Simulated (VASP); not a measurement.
Write the native input for VASP 6.6.1 that does the following.

```
Task                   : relaxation of cell and atoms
Functional             : PBE
Potentials or basis    : VASP PAW PBE potentials, release 64 (Mg, Si, N)
Cutoff                 : 600 eV
k mesh                 : 12 × 12 × 16
Occupations            : gaussian, width 0.1 eV
Spin                   : no spin polarisation
Dipole correction      : no
Further INCAR settings : ALGO = Normal; EDIFF = 1e-07; IBRION = 2; EDIFFG = -0.01; NSW = 100; ISIF = 3
```

The structure of MgSiN lies in POSCAR:

```
MgSiN
1.0
    4.3112393048      0.0000000000      0.0000000000
   -2.1556196524      3.7336427597      0.0000000000
    0.0000000000      0.0000000000      2.7524441400
Mg Si N
1 1 1
Direct
    0.0000000000      0.0000000000      0.0000000000
    0.3333333333      0.6666666667      0.0000000000
    0.6666666667      0.3333333333      0.5000000000
```

The cell was built from a structure type or drawn by symmetry, and may not be a known phase.

The input as run:

INCAR

```
PREC     = Accurate       # precision mode
ENCUT    = 600            # plane-wave cutoff, eV
EDIFF    = 1E-7           # SCF threshold, eV
ISMEAR   = 0              # smearing method
SIGMA    = 0.1            # smearing width, eV
LREAL    = F              # projectors in reciprocal space
LASPH    = T              # aspherical terms in the spheres
NELM     = 100            # most SCF steps
ALGO     = Normal         # electronic algorithm
ISIF     = 3              # what is computed and relaxed
LWAVE    = F              # write WAVECAR
LCHARG   = F              # write CHGCAR
GGA      = PE             # functional
IBRION   = 2              # ionic algorithm
NSW      = 100            # ionic steps
EDIFFG   = -0.01          # ionic threshold
```

KPOINTS

```
regular mesh
0
Gamma
  12 12 16
```

Potentials or basis: VASP PAW PBE potentials, release 64 (Mg, Si, N).

Run with:

```sh
$ cat potpaw_PBE.64/Mg/POTCAR potpaw_PBE.64/Si/POTCAR potpaw_PBE.64/N/POTCAR > POTCAR
$ mpirun -np 1 vasp_std > vasp.out
```

Results of the run:

* Relaxed volume: 14.51 Å³/atom
* Relaxed cell: a = 4.379 Å, b = 4.379 Å, c = 2.621 Å, α = 90.00°, β = 90.00°, γ = 120.00°
* Space group after relaxing (to 0.1 Å): P-6m2 (No. 187)
* Energy gained by relaxing: 14.5 meV/atom
* Ionic steps: 7
* Pressure after relaxing: 0.0 GPa
* Band gap on the k mesh: zero (an odd number of electrons rules out a gap without spin polarisation)

Wall time 7.5 min on 1 thread of Intel Xeon 8259CL, with other jobs on the host, peak memory 0.28 GiB.
